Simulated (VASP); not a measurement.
# NbTe (P-6m2) in VASP: notebook, part 2 of 2

VASP 6.6.1. Earlier steps stand in the parts before.

## (3) Single point, PBEsol+U

File INCAR:

```
SYSTEM = NbTe
PREC = Accurate ; ENCUT = 520
EDIFF = 1E-6 ; ISMEAR = -1
SIGMA = 0.05 ; LREAL = .False.
LASPH = .True. ; NELM = 150
ALGO = Normal ; ISIF = 2
LWAVE = .False. ; LCHARG = .False.
LMAXMIX = 4 ; LDAU = .True.
LDAUTYPE = 2 ; LDAUL = -1 2
LDAUU = 0 1 ; LDAUJ = 0 0
LDAUPRINT = 1 ; GGA = PS
NBANDS = 16
```

File KPOINTS:

```
regular mesh
0
Gamma
  8 8 7
  0 0 0
```

File POSCAR:

```
NbTe
1.0
    3.7029743866      0.0000000000      0.0000000000
   -1.8514871933      3.2068698884      0.0000000000
    0.0000000000      0.0000000000      3.6942110000
Te Nb
1 1
Direct
    0.6666666667      0.3333333333      0.0000000000
    0.0000000000      0.0000000000      0.5000000000
```

Potentials or basis: VASP PAW PBE potentials, release 64 (Te, Nb_sv).

Launch:

```bash
> cat potpaw_PBE.64/Te/POTCAR potpaw_PBE.64/Nb_sv/POTCAR > POTCAR
> mpirun -np 1 vasp_std > vasp.out
```

OUTCAR:

```text
SYSTEM = NbTe
   PREC = Accurate
   ENCUT = 520
   EDIFF = 1E-6
   ISMEAR = -1
   LREAL = .False.
   LASPH = .True.
   NELM = 150
   ISIF = 2
   GGA = PS

 ion  position               nearest neighbor table
   1  0.667  0.333  0.000-   2 2.83   2 2.83   2 2.83   2 2.83   2 2.83   2 2.83
   2  0.000  0.000  0.500-   1 2.83   1 2.83   1 2.83   1 2.83   1 2.83   1 2.83

  LATTYP: Found a hexagonal cell.
 ALAT       =     3.7029743866
 C/A-ratio  =     0.9976334196

  Lattice vectors:

 A1 = (   3.7029743866,   0.0000000000,   0.0000000000)
 A2 = (  -1.8514871933,   3.2068698884,   0.0000000000)
 A3 = (   0.0000000000,   0.0000000000,   3.6942110000)

Analysis of symmetry for initial positions (statically):
=====================================================================
 Subroutine PRICEL returns:
 Original cell was already a primitive cell.

 Routine SETGRP: Setting up the symmetry group for a
 hexagonal supercell.

 Subroutine GETGRP returns: Found 12 space group operations
 (whereof 12 operations were pure point group operations)
 out of a pool of 24 trial point group operations.

The static configuration has the point symmetry D_3h.

Analysis of symmetry for dynamics (positions and initial velocities):
=====================================================================
 Subroutine PRICEL returns:
 Original cell was already a primitive cell.

 Routine SETGRP: Setting up the symmetry group for a
 hexagonal supercell.

 Subroutine GETGRP returns: Found 12 space group operations
 (whereof 12 operations were pure point group operations)
 out of a pool of 24 trial point group operations.

The dynamic configuration has the point symmetry D_3h.

 Subroutine INISYM returns: Found 12 space group operations
 (whereof 12 operations are pure point group operations),
 and found     1 'primitive' translations

----------------------------------------------------------------------------------------

                                     Primitive cell

  volume of cell :      43.8686

  direct lattice vectors                    reciprocal lattice vectors
     3.702974387  0.000000000  0.000000000     0.270053178  0.155915275  0.000000000
    -1.851487193  3.206869888  0.000000000     0.000000000  0.311830550  0.000000000
     0.000000000  0.000000000  3.694211000     0.000000000  0.000000000  0.270693796

  length of vectors
     3.702974387  3.702974387  3.694211000     0.311830550  0.311830550  0.270693796

  position of ions in fractional coordinates (direct lattice)
     0.666666667  0.333333333  0.000000000
     0.000000000  0.000000000  0.500000000

  ion indices of the primitive-cell ions
   primitive index   ion index
                 1           1
                 2           2

----------------------------------------------------------------------------------------
[... 81 lines left out ...]
   NELECT =      19.0000    total number of electrons
   NUPDOWN=      -1.0000    fix difference up-down
   EMIN   =  10.00;   EMAX   =-10.00  energy-range for DOS
   EFERMI =   0.00;   METHOD = LEGACY
   ISMEAR =    -1;   SIGMA  =   0.05  broadening in eV -4-tet -1-fermi 0-gaus
   EFERMI_NEDOS =   21; number of points for ismear=-14 and -15
   IALGO  =     38    algorithm
   IMIX   =      4    mixing-type and parameters
     AMIX     =   0.40;   BMIX     =  1.00
     AMIX_MAG =   1.60;   BMIX_MAG =  1.00
  volume/ion in A,a.u.               =      21.93       148.02
  Fermi-wavevector in a.u.,A,eV,Ry     =   1.238630  2.340671 20.874103  1.534203
  Thomas-Fermi vector in A             =   2.373147
   LORBIT       =      0    0 simple, 1 ext, 2 COOP (PROOUT), +10 PAW based schemes
 LDA+U is selected, type is set to LDAUTYPE =  2
   angular momentum for each species LDAUL =    -1    2
   U (eV)           for each species LDAUU =   0.0  1.0
   J (eV)           for each species LDAUJ =   0.0  0.0
   GGA     = PS    functional components
   LHFCALC =     F    Hartree Fock is set to
   AEXX    =    0.0000 exact exchange contribution
   IVDW    =     0    specifies the selected vdW correction
   LEPSILON=     F    determine dielectric tensor
   LRPA    =     F    only Hartree local field effects (RPA)
 non-spin polarized calculation
  energy-cutoff  :      520.00
  volume of cell :       43.87
 maximum number of plane-waves:      1190
 NGX is ok and might be reduce to    28
   NGX = 13   NGY = 13   NGZ = 13

atom =   2  type =  2  l = 2

 onsite density matrix

spin component  1

  0.2572 -0.0000 -0.0000 -0.0000 -0.0000
 -0.0000  0.2685  0.0000  0.0000  0.0000
 -0.0000  0.0000  0.2090 -0.0000  0.0000
 -0.0000  0.0000 -0.0000  0.2685  0.0000
 -0.0000  0.0000  0.0000  0.0000  0.2572

spin component  2

  0.2572 -0.0000 -0.0000 -0.0000 -0.0000
 -0.0000  0.2685  0.0000  0.0000  0.0000
 -0.0000  0.0000  0.2090 -0.0000  0.0000
 -0.0000  0.0000 -0.0000  0.2685  0.0000
 -0.0000  0.0000  0.0000  0.0000  0.2572

 occupancies and eigenvectors

  o =  0.2090  v =  0.0000 -0.0000  1.0000 -0.0000 -0.0000  0.0000  0.0000  0.0000  0.0000  0.0000      0.0000  0.0000  0.0000  0.0000  0.0000  0.0000  0.0000  0.0000  0.0000  0.0000
  o =  0.2090  v =  0.0000  0.0000  0.0000  0.0000  0.0000  0.0000 -0.0000  1.0000 -0.0000 -0.0000      0.0000  0.0000  0.0000  0.0000  0.0000  0.0000  0.0000  0.0000  0.0000  0.0000
  o =  0.2572  v =  1.0000  0.0000  0.0000  0.0000  0.0000  0.0000  0.0000  0.0000  0.0000  0.0000      0.0000  0.0000  0.0000  0.0000  0.0000  0.0000  0.0000  0.0000  0.0000  0.0000
  o =  0.2572  v =  0.0000  0.0000  0.0000  0.0000  0.0000  1.0000  0.0000  0.0000  0.0000  0.0000      0.0000  0.0000  0.0000  0.0000  0.0000  0.0000  0.0000  0.0000  0.0000  0.0000
  o =  0.2572  v =  0.0000  0.0000  0.0000  0.0000  0.0000  0.0000  0.0000 -0.0000 -0.0000 -1.0000      0.0000  0.0000  0.0000  0.0000  0.0000  0.0000  0.0000  0.0000  0.0000  0.0000
  o =  0.2572  v =  0.0000  0.0000 -0.0000 -0.0000 -1.0000  0.0000  0.0000  0.0000  0.0000  0.0000      0.0000  0.0000  0.0000  0.0000  0.0000  0.0000  0.0000  0.0000  0.0000  0.0000
  o =  0.2685  v =  0.0000  0.0000 -0.0000 -1.0000  0.0000  0.0000  0.0000  0.0000  0.0000  0.0000      0.0000  0.0000  0.0000  0.0000  0.0000  0.0000  0.0000  0.0000  0.0000  0.0000
  o =  0.2685  v =  0.0000  0.0000  0.0000  0.0000  0.0000  0.0000  0.0000 -0.0000 -1.0000  0.0000      0.0000  0.0000  0.0000  0.0000  0.0000  0.0000  0.0000  0.0000  0.0000  0.0000
  o =  0.2685  v =  0.0000  0.0000  0.0000  0.0000  0.0000  0.0000  1.0000  0.0000  0.0000  0.0000      0.0000  0.0000  0.0000  0.0000  0.0000  0.0000  0.0000  0.0000  0.0000  0.0000
  o =  0.2685  v =  0.0000  1.0000  0.0000  0.0000  0.0000  0.0000  0.0000  0.0000  0.0000  0.0000      0.0000  0.0000  0.0000  0.0000  0.0000  0.0000  0.0000  0.0000  0.0000  0.0000

 number of electron      18.9999998 magnetization

 Free energy of the ion-electron system (eV)
  ---------------------------------------------------
  ext. energy  EPLUGINS =         0.00000000
  ---------------------------------------------------
  free energy    TOTEN  =       -13.92021798 eV

  energy without entropy =      -13.90855470  energy(sigma->0) =      -13.91438634

 E-fermi :  10.9884     XC(G=0): -11.3976

 val. band max:       10.9521685749   @ k =   0.2500  -0.0000   0.0000
 cond. band min:      10.9997664482   @ k =   0.1250  -0.0000   0.2857
 fundamental gap:      0.0475978733
 Fermi energy:        10.9883585784

 k-point     1 :       0.0000    0.0000    0.0000
  band No.  band energies     occupation
      1     -44.7352      2.00000
      2     -20.9447      2.00000
      3     -20.7478      2.00000
      4     -20.7478      2.00000
      5      -3.3462      2.00000
      6       7.7996      2.00000
[... 433 lines left out ...]
      3     -20.8496      2.00000
      4     -20.7665      2.00000
      5      -1.6637      2.00000
      6       4.6761      2.00000
[... 8 lines left out ...]
     15      17.2002      0.00000
     16      19.5130      0.00000

 [... further k-points ...]
[... 5 lines left out ...]
  --------------------------------------------------------------------------------------
  -------------------------------------------------------------------------------------
  Total       -1.2666543     -1.2666543     -1.1584881      0.0000000      0.0000000     -0.0000000
  in kB      -46.2609924    -46.2609924    -42.3105262      0.0000000      0.0000000     -0.0000000
  external PRESSURE =     -44.9441703 kB  Pullay stress =       0.0000000 kB

 VOLUME and BASIS-vectors are now :
 -----------------------------------------------------------------------------
  energy-cutoff  :      520.00
  volume of cell :       43.87
      direct lattice vectors                 reciprocal lattice vectors
     3.702974387  0.000000000  0.000000000     0.270053178  0.155915275  0.000000000
    -1.851487193  3.206869888  0.000000000     0.000000000  0.311830550  0.000000000
     0.000000000  0.000000000  3.694211000     0.000000000  0.000000000  0.270693796

 POSITION                                       TOTAL-FORCE (eV/Angst)
 -----------------------------------------------------------------------------------
      1.85149      1.06896      0.00000        -0.000000      0.000000      0.000000
      0.00000      0.00000      1.84711         0.000000      0.000000      0.000000
 -----------------------------------------------------------------------------------
    total drift:                               -0.000000      0.000000      0.000000

  FREE ENERGIE OF THE ION-ELECTRON SYSTEM (eV)
  ---------------------------------------------------
  free  energy   TOTEN  =       -13.9202179832 eV

  energy  without entropy=      -13.9085547029  energy(sigma->0) =      -13.91438634
```

OSZICAR:

```text
N       E                     dE             d eps       ncg     rms          rms(c)
DAV:   1     0.146493403370E+03    0.14649E+03   -0.96588E+03  1280   0.109E+03
DAV:   2    -0.453712333059E+01   -0.15103E+03   -0.14708E+03  1640   0.362E+02
DAV:   3    -0.142608673905E+02   -0.97237E+01   -0.96097E+01  2368   0.692E+01
DAV:   4    -0.144762106938E+02   -0.21534E+00   -0.21452E+00  1528   0.101E+01
DAV:   5    -0.144857292627E+02   -0.95186E-02   -0.95158E-02  2128   0.195E+00    0.653E+00
DAV:   6    -0.139550230935E+02    0.53071E+00   -0.17230E+00  1976   0.111E+01    0.286E+00
DAV:   7    -0.139297687175E+02    0.25254E-01   -0.80563E-02  1584   0.206E+00    0.155E+00
DAV:   8    -0.139202221736E+02    0.95465E-02   -0.22681E-02  1832   0.942E-01    0.206E-01
DAV:   9    -0.139202050532E+02    0.17120E-04   -0.19233E-03  1744   0.340E-01    0.143E-01
DAV:  10    -0.139202207887E+02   -0.15735E-04   -0.28990E-04  1840   0.174E-01    0.206E-02
DAV:  11    -0.139202184992E+02    0.22895E-05   -0.24729E-05  1944   0.482E-02    0.156E-02
DAV:  12    -0.139202179832E+02    0.51602E-06   -0.97436E-07  1280   0.105E-02
   1 F= -.13920218E+02 E0= -.13914386E+02  d E =-.116633E-01
```

Run time: 14 s. Hardware: 1 thread of AMD EPYC 9R45 (Zen 5), shared host; peak memory 0.14 GiB.

What came out:

| Quantity | Value |
| --- | --- |
| Free energy | -13.9202 eV |
| Pressure | -4.5 GPa |

Eigenvalues of the final occupation matrices:
```tsv
site	spin	trace	eigenvalues
site 2 d	1	1.26	0.21 0.26 0.26 0.27 0.27
site 2 d	2	1.26	0.21 0.26 0.26 0.27 0.27
```

Caveat: the PAW data sets were made with another functional, which shifts forces and pressure a little; spin-orbit coupling is left out, which moves the levels of the heavy elements; U without spin polarisation on a metal has little footing; the U is typed as a test and isn't derived for this compound.
